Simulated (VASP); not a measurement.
# Ca (Fm-3m) in VASP: a series of runs, part 2 of 2

VASP 6.6.1.

## 5. Relaxation of cell and atoms, PBE, target pressure 5 GPa, at which the enthalpy is minimised

This run uses another cell than the first one, of 43.67 Å³/atom.

INCAR

```
PREC = Accurate
ENCUT = 500
EDIFF = 1E-7
ISMEAR = -1
SIGMA = 0.05
LREAL = False
LASPH = True
NELM = 120
ALGO = Normal
ISIF = 3
LWAVE = False
LCHARG = False
GGA = PE
IBRION = 2
NSW = 80
EDIFFG = -0.03
PSTRESS = 50.0
GGA_COMPAT = False
NELMIN = 4
```

KPOINTS

```
Automatic mesh
0
Gamma
  7 7 7
```

POSCAR

```
Ca
1.0
    0.0000000000      2.7950000000      2.7950000000
    2.7950000000      0.0000000000      2.7950000000
    2.7950000000      2.7950000000      0.0000000000
Ca
1
Direct
    0.0000000000      0.0000000000      0.0000000000
```

Potentials or basis: VASP PAW PBE potentials, release 64 (Ca_sv).

Run with:

```sh
$ cat potpaw_PBE.64/Ca_sv/POTCAR > POTCAR
$ mpirun -np 1 vasp_std > vasp.out
```

OUTCAR:

```text
PREC = Accurate
   ENCUT = 500
   EDIFF = 1E-7
   ISMEAR = -1
   LREAL = False
   LASPH = True
   NELM = 120
   ISIF = 3
   GGA = PE
   IBRION = 2
   NSW = 80
   EDIFFG = -0.03
   PSTRESS = 50.0
   NELMIN = 4

 ion  position               nearest neighbor table
   1  0.000  0.000  0.000-

  LATTYP: Found a face centered cubic cell.
 ALAT       =     5.5900000000

  Lattice vectors:

 A1 = (   0.0000000000,   2.7950000000,   2.7950000000)
 A2 = (   2.7950000000,   0.0000000000,   2.7950000000)
 A3 = (   2.7950000000,   2.7950000000,   0.0000000000)

Analysis of symmetry for initial positions (statically):
=====================================================================
 Subroutine PRICEL returns:
 Original cell was already a primitive cell.

 Routine SETGRP: Setting up the symmetry group for a
 face centered cubic supercell.

 Subroutine GETGRP returns: Found 48 space group operations
 (whereof 48 operations were pure point group operations)
 out of a pool of 48 trial point group operations.

The static configuration has the point symmetry O_h .

[... 137 lines left out ...]
 non-spin polarized calculation
  energy-cutoff  :      500.00
  volume of cell :       43.67
 maximum number of plane-waves:      1117
 NGX is ok and might be reduce to    30
   NGX = 15   NGY = 15   NGZ = 15

--------------------------------------- Ionic step        1  -------------------------------------------

 number of electron      10.0000000 magnetization

 number of electron       9.9999997 magnetization

 Free energy of the ion-electron system (eV)
  ---------------------------------------------------
  ext. energy  EPLUGINS =         0.00000000
  ---------------------------------------------------
  free energy    TOTEN  =        -1.93797027 eV

  energy without entropy =       -1.92862038  energy(sigma->0) =       -1.93329532

------------------------ aborting loop because EDIFF is reached ----------------------------------------

  FORCE on cell =-STRESS in cart. coord.  units (eV):
  Direction    XX          YY          ZZ          XY          YZ          ZX
  --------------------------------------------------------------------------------------
  -------------------------------------------------------------------------------------
  Total       -0.1437249     -0.1437249     -0.1437249     -0.0000000      0.0000000      0.0000000
  in kB       -5.2731133     -5.2731133     -5.2731133     -0.0000000      0.0000000      0.0000000
  external PRESSURE =     -55.2731133 kB  Pullay stress =      50.0000000 kB
[... 61 lines left out ...]
--------------------------------------- Ionic step        3  -------------------------------------------

 number of electron      10.0000000 magnetization

 Free energy of the ion-electron system (eV)
  ---------------------------------------------------
  ext. energy  EPLUGINS =         0.00000000
  ---------------------------------------------------
  free energy    TOTEN  =        -1.83191958 eV

  energy without entropy =       -1.82059228  energy(sigma->0) =       -1.82625593

 E-fermi :   2.8956     XC(G=0):  -8.4009

 val. band max:        2.8653177768   @ k =  -0.2857   0.4286   0.1429
 cond. band min:       2.9397198684   @ k =  -0.4286   0.1429   0.0000
 fundamental gap:      0.0744020916
 Fermi energy:         2.8956233888

 k-point     1 :       0.0000    0.0000    0.0000
  band No.  band energies     occupation
      1     -38.7091      2.00000
      2     -19.5806      2.00000
      3     -19.5806      2.00000
      4     -19.5806      2.00000
      5      -1.5266      2.00000
      6       5.4524      0.00000
      7       5.4524      0.00000
      8       5.4524      0.00000
      9       6.8087      0.00000
[... 258 lines left out ...]
  energy  without entropy=       -1.8205922773  energy(sigma->0) =       -1.82625593

  enthalpy is  TOTEN    =        -0.7603775014 eV   P V=        1.0715420830

 reached required accuracy - stopping structural energy minimisation
```

OSZICAR:

```text
N       E                     dE             d eps       ncg     rms          rms(c)
DAV:   1     0.592534102418E+02    0.59253E+02   -0.48621E+03   360   0.958E+02
DAV:   2    -0.496729473986E+00   -0.59750E+02   -0.59477E+02   378   0.227E+02
DAV:   3    -0.188550863440E+01   -0.13888E+01   -0.13829E+01   514   0.351E+01
[... 29 lines left out ...]
DAV:   5    -0.183191715171E+01   -0.36763E-03   -0.72153E-04   521   0.135E-01    0.227E-02
DAV:   6    -0.183192214162E+01   -0.49899E-05   -0.19003E-05   579   0.359E-02    0.465E-03
DAV:   7    -0.183192029401E+01    0.18476E-05   -0.89554E-06   520   0.187E-02    0.819E-03
DAV:   8    -0.183191962788E+01    0.66613E-06   -0.25683E-06   550   0.163E-02    0.116E-03
DAV:   9    -0.183191958448E+01    0.43404E-07   -0.15077E-08   194   0.139E-03
   3 F= -.76037750E+00 E0= -.75471385E+00  d E =-.185216E+00
```

CONTCAR:

```text
Ca
   1.00000000000000
    -0.0000000000000000    2.5797241625556406    2.5797241625556406
     2.5797241625556406    0.0000000000000000    2.5797241625556406
     2.5797241625556406    2.5797241625556406    0.0000000000000000
  Ca
     1
Direct
     0.0000000000000000    0.0000000000000000    0.0000000000000000

  0.00000000E+00  0.00000000E+00  0.00000000E+00
```

It took 26 s on 1 thread of AMD EPYC 7R13 (Zen 3), shared host; peak memory 0.14 GiB.

Results:

```yaml
Free_energy: -1.8319 eV
Relaxed_volume: 34.34 Å³/atom
Relaxed_cell: a = 3.648 Å, b = 3.648 Å, c = 3.648 Å, α = 60.00°, β = 60.00°, γ = 60.00°
Space_group_after_relaxing_to_0.1_Å: Fm-3m (No. 225)
Energy_change_on_relaxing_the_run_minimises_the_enthalpy: +106.1 meV/atom
Ionic_steps: 3
Pressure_after_relaxing: 5.0 GPa
```

Step by step:
| step | energy change (eV) | largest force (eV/Å) | pressure (GPa) | volume (Å³) |
| --- | --- | --- | --- | --- |
| 1 | 0.0000 | 0.0000 | -0.53 | 43.67 |
| 2 | 0.0916 | 0.0000 | 4.54 | 34.82 |
| 3 | 0.1061 | 0.0000 | 4.96 | 34.34 |

Final structure:
```
Ca
1.0
     0.00000    2.57972    2.57972
     2.57972    0.00000    2.57972
     2.57972    2.57972    0.00000
Ca
1
Direct
  0.00000 0.00000 0.00000
```

Caveat: the cell is relaxed towards a set pressure, so the run minimises the enthalpy, not the energy; the volume moved by over 15 % at a fixed basis, so the end points are rough.

## 6. Relaxation of cell and atoms, PBE, target pressure 10 GPa, at which the enthalpy is minimised

This run uses another cell than the first one, of 43.67 Å³/atom.

INCAR

```
SYSTEM = Ca
  ALGO = Normal
  EDIFF = 1E-7
  EDIFFG = -0.03
  ENCUT = 500
  GGA = PE
  GGA_COMPAT = .FALSE.
  IBRION = 2
  ISIF = 3
  ISMEAR = -1
  LASPH = .TRUE.
  LCHARG = .FALSE.
  LREAL = .FALSE.
  LWAVE = .FALSE.
  NELM = 120
  NELMIN = 4
  NSW = 80
  PREC = Accurate
  PSTRESS = 100.0
  SIGMA = 0.05
```

KPOINTS

```
k-points
0
G
  7 7 7
  0 0 0
```

POSCAR is that of step 5.

Potentials or basis: VASP PAW PBE potentials, release 64 (Ca_sv).

Run with:

```sh
$ cat potpaw_PBE.64/Ca_sv/POTCAR > POTCAR
$ mpirun -np 1 vasp_std > vasp.out
```

OUTCAR:

```text
SYSTEM = Ca
   EDIFF = 1E-7
   EDIFFG = -0.03
   ENCUT = 500
   GGA = PE
   IBRION = 2
   ISIF = 3
   ISMEAR = -1
   LASPH = .TRUE.
   LREAL = .FALSE.
   NELM = 120
   NELMIN = 4
   NSW = 80
   PREC = Accurate
   PSTRESS = 100.0

 ion  position               nearest neighbor table
   1  0.000  0.000  0.000-

  LATTYP: Found a face centered cubic cell.
 ALAT       =     5.5900000000

  Lattice vectors:

 A1 = (   0.0000000000,   2.7950000000,   2.7950000000)
 A2 = (   2.7950000000,   0.0000000000,   2.7950000000)
 A3 = (   2.7950000000,   2.7950000000,   0.0000000000)

Analysis of symmetry for initial positions (statically):
=====================================================================
 Subroutine PRICEL returns:
 Original cell was already a primitive cell.

 Routine SETGRP: Setting up the symmetry group for a
 face centered cubic supercell.

 Subroutine GETGRP returns: Found 48 space group operations
 (whereof 48 operations were pure point group operations)
 out of a pool of 48 trial point group operations.

The static configuration has the point symmetry O_h .

Analysis of symmetry for dynamics (positions and initial velocities):
=====================================================================
 Subroutine PRICEL returns:
 Original cell was already a primitive cell.

 Routine SETGRP: Setting up the symmetry group for a
 face centered cubic supercell.

 Subroutine GETGRP returns: Found 48 space group operations
 (whereof 48 operations were pure point group operations)
 out of a pool of 48 trial point group operations.

The dynamic configuration has the point symmetry O_h .

 Subroutine INISYM returns: Found 48 space group operations
 (whereof 48 operations are pure point group operations),
 and found     1 'primitive' translations

[... 111 lines left out ...]
   LORBIT       =      0    0 simple, 1 ext, 2 COOP (PROOUT), +10 PAW based schemes
   GGA     = PE    functional components
   LHFCALC =     F    Hartree Fock is set to
   AEXX    =    0.0000 exact exchange contribution
   IVDW    =     0    specifies the selected vdW correction
   LEPSILON=     F    determine dielectric tensor
   LRPA    =     F    only Hartree local field effects (RPA)
 conjugate gradient relaxation of ions
 non-spin polarized calculation
  energy-cutoff  :      500.00
  volume of cell :       43.67
 maximum number of plane-waves:      1117
 NGX is ok and might be reduce to    30
   NGX = 15   NGY = 15   NGZ = 15

--------------------------------------- Ionic step        1  -------------------------------------------

 number of electron      10.0000000 magnetization

 number of electron       9.9999997 magnetization

 Free energy of the ion-electron system (eV)
  ---------------------------------------------------
  ext. energy  EPLUGINS =         0.00000000
  ---------------------------------------------------
  free energy    TOTEN  =        -1.93797027 eV

  energy without entropy =       -1.92862038  energy(sigma->0) =       -1.93329532

------------------------ aborting loop because EDIFF is reached ----------------------------------------

  FORCE on cell =-STRESS in cart. coord.  units (eV):
  Direction    XX          YY          ZZ          XY          YZ          ZX
  --------------------------------------------------------------------------------------
  -------------------------------------------------------------------------------------
  Total       -0.1437249     -0.1437249     -0.1437249     -0.0000000      0.0000000      0.0000000
  in kB       -5.2731133     -5.2731133     -5.2731133     -0.0000000      0.0000000      0.0000000
  external PRESSURE =    -105.2731133 kB  Pullay stress =     100.0000000 kB
[... 24 lines left out ...]
--------------------------------------- Ionic step        2  -------------------------------------------

 number of electron      10.0000000 magnetization

 E-fermi :   3.9370     XC(G=0):  -9.1317

 val. band max:        3.7844584163   @ k =  -0.2857   0.4286   0.1429
 cond. band min:       4.0907664671   @ k =  -0.4286   0.2857   0.0000
 fundamental gap:      0.3063080508
 Fermi energy:         3.9369947337

 k-point     1 :       0.0000    0.0000    0.0000
  band No.  band energies     occupation
      1     -37.2813      2.00000
      2     -18.0394      2.00000
      3     -18.0394      2.00000
      4     -18.0394      2.00000
      5      -0.7631      2.00000
      6       6.7254      0.00000
      7       6.7254      0.00000
      8       6.7254      0.00000
      9       8.4270      0.00000
[... 262 lines left out ...]
--------------------------------------- Ionic step        3  -------------------------------------------

 number of electron      10.0000001 magnetization

 Free energy of the ion-electron system (eV)
  ---------------------------------------------------
  ext. energy  EPLUGINS =         0.00000000
  ---------------------------------------------------
  free energy    TOTEN  =        -1.63200644 eV

  energy without entropy =       -1.62709582  energy(sigma->0) =       -1.62955113

 E-fermi :   3.5841     XC(G=0):  -8.8776

 val. band max:        3.4642949053   @ k =  -0.2857   0.4286   0.1429
 cond. band min:       3.7137501682   @ k =  -0.4286   0.2857   0.0000
 fundamental gap:      0.2494552629
 Fermi energy:         3.5841212946

 k-point     1 :       0.0000    0.0000    0.0000
  band No.  band energies     occupation
      1     -37.7635      2.00000
      2     -18.5706      2.00000
      3     -18.5706      2.00000
      4     -18.5706      2.00000
      5      -1.0490      2.00000
      6       6.2867      0.00000
      7       6.2867      0.00000
      8       6.2867      0.00000
      9       7.8655      0.00000
[... 258 lines left out ...]
  energy  without entropy=       -1.6270958205  energy(sigma->0) =       -1.62955113

  enthalpy is  TOTEN    =         0.2364289345 eV   P V=        1.8684353741

 reached required accuracy - stopping structural energy minimisation
```

CONTCAR:

```text
Ca
   1.00000000000000
    -0.0000000000000000    2.4644474152182267    2.4644474152182267
     2.4644474152182267    0.0000000000000000    2.4644474152182267
     2.4644474152182267    2.4644474152182267    0.0000000000000000
  Ca
     1
Direct
     0.0000000000000000    0.0000000000000000    0.0000000000000000

  0.00000000E+00  0.00000000E+00  0.00000000E+00
```

It took 24 s on 1 thread of AMD EPYC 7R13 (Zen 3), shared host; peak memory 0.14 GiB.

Results:

* Free energy: -1.6320 eV
* Relaxed volume: 29.94 Å³/atom
* Relaxed cell: a = 3.485 Å, b = 3.485 Å, c = 3.485 Å, α = 60.00°, β = 60.00°, γ = 60.00°
* Space group after relaxing (to 0.1 Å): Fm-3m (No. 225)
* Energy change on relaxing (the run minimises the enthalpy): +306.0 meV/atom
* Ionic steps: 3
* Pressure after relaxing: 10.1 GPa

The path:
```
step  energy change (eV)  largest force (eV/Å)  pressure (GPa)  volume (Å³)
   1              0.0000                0.0000           -0.53        43.67
   2              0.4530                0.0000           13.56        27.93
   3              0.3060                0.0000           10.07        29.94
```

Final structure:
```cif
data_structure
_symmetry_space_group_name_H-M 'P 1'
_symmetry_Int_Tables_number 1
_cell_length_a 3.4853
_cell_length_b 3.4853
_cell_length_c 3.4853
_cell_angle_alpha 60.000
_cell_angle_beta 60.000
_cell_angle_gamma 60.000
_cell_volume 29.94
loop_
_atom_site_label
_atom_site_type_symbol
_atom_site_fract_x
_atom_site_fract_y
_atom_site_fract_z
_atom_site_occupancy
Ca1 Ca 0.00000 0.00000 0.00000 1
```

Levels at points of the mesh, in eV from the Fermi level:
```tsv
k point	band 3	band 4	band 5	band 6	band 7	band 8
(0.00, 0.00, 0.00)	-22.15	-22.15	-4.63	2.70	2.70	2.70
```

Caveat: the cell is relaxed towards a set pressure, so the run minimises the enthalpy, not the energy; the volume moved by over 15 % at a fixed basis, so the end points are rough.

## 7. Relaxation of cell and atoms, PBE, target pressure 20 GPa, at which the enthalpy is minimised

This run uses another cell than the first one, of 43.67 Å³/atom.

INCAR

```
SYSTEM = Ca
PREC = Accurate
ENCUT = 500
EDIFF = 1E-7
ISMEAR = -1
SIGMA = 0.05
LREAL = .FALSE.
LASPH = .TRUE.
NELM = 120
ALGO = Normal
ISIF = 3
LWAVE = .FALSE.
LCHARG = .FALSE.
GGA = PE
IBRION = 2
NSW = 80
EDIFFG = -0.03
PSTRESS = 200.0
GGA_COMPAT = .FALSE.
NELMIN = 4
```

KPOINTS

```
Automatic mesh
0
G
  7 7 7
  0 0 0
```

POSCAR is that of step 6.

Run with:

```sh
$ cat potpaw_PBE.64/Ca_sv/POTCAR > POTCAR
$ mpirun -np 1 vasp_std > vasp.out
```

Wall time 31 s (1 thread of AMD EPYC 7R13 (Zen 3), shared host); peak memory 0.14 GiB.

It converged, with:

- Free energy: -1.1988 eV
- Relaxed volume: 25.17 Å³/atom
- Relaxed cell: a = 3.289 Å, b = 3.289 Å, c = 3.289 Å, α = 60.00°, β = 60.00°, γ = 60.00°
- Space group after relaxing (to 0.1 Å): Fm-3m (No. 225)
- Energy change on relaxing (the run minimises the enthalpy): +739.2 meV/atom
- Ionic steps: 4
- Pressure after relaxing: 20.0 GPa
- Band gap on the k mesh: 0.31 eV (least direct gap 0.47 eV)

The path:
| step | energy change (eV) | largest force (eV/Å) | pressure (GPa) | volume (Å³) |
| --- | --- | --- | --- | --- |
| 1 | 0.0000 | 0.0000 | -0.53 | 43.67 |
| 2 | 2.5450 | 0.0000 | 56.62 | 16.99 |
| 3 | 0.6964 | 0.0000 | 19.08 | 25.52 |
| 4 | 0.7392 | 0.0000 | 20.04 | 25.17 |

Final structure:
```
Ca
1.0
     0.00000    2.32599    2.32599
     2.32599    0.00000    2.32599
     2.32599    2.32599    0.00000
Ca
1
Direct
  0.00000 0.00000 0.00000
```

Levels at points of the mesh, in eV from the valence-band top:
```
           k point  band 3  band 4  band 5  band 6  band 7  band 8
(0.00, 0.00, 0.00)  -21.49  -21.49   -4.56    3.12    3.12    3.12
```

Caveat: the cell is relaxed towards a set pressure, so the run minimises the enthalpy, not the energy; the volume moved by over 15 % at a fixed basis, so the end points are rough; semilocal functionals underestimate gaps, and a narrow one can read as zero; an odd mesh through Γ misses points on the zone boundary, where band edges can lie.

## 8. The runs side by side

```csv
task,cell,gap on the mesh (eV),pressure (GPa)
single point,"a = 3.910 Å, angles 60.0°, 1 atom",none,0.0
relaxation of cell and atoms,"relaxed from a = 3.953 Å, angles 60.0°, 1 atom",none,0.0
relaxation of cell and atoms,"relaxed to 5 GPa from a = 3.953 Å, angles 60.0°, 1 atom",-,5.0
relaxation of cell and atoms,"relaxed to 10 GPa from a = 3.953 Å, angles 60.0°, 1 atom",-,10.1
relaxation of cell and atoms,"relaxed to 20 GPa from a = 3.953 Å, angles 60.0°, 1 atom",0.31,20.0
```

Alike in all rows: level PBE; potentials or basis VASP PAW PBE potentials, release 64 (Ca_sv); no spin polarisation; k mesh 7 × 7 × 7; cutoff (eV) 500; smearing fermi-dirac 0.05 eV.

Caveats: the cell is relaxed towards a set pressure, so the run minimises the enthalpy, not the energy (at least some runs); the volume moved by over 15 % at a fixed basis, so the end points are rough (at least some runs); semilocal functionals underestimate gaps, and a narrow one can read as zero (at least some runs); an odd mesh through Γ misses points on the zone boundary, where band edges can lie (at least some runs).

Absolute energies hang on the potentials; compare differences alone.

The gap in the log of VASP goes by the Fermi energy; the results here count the filled bands.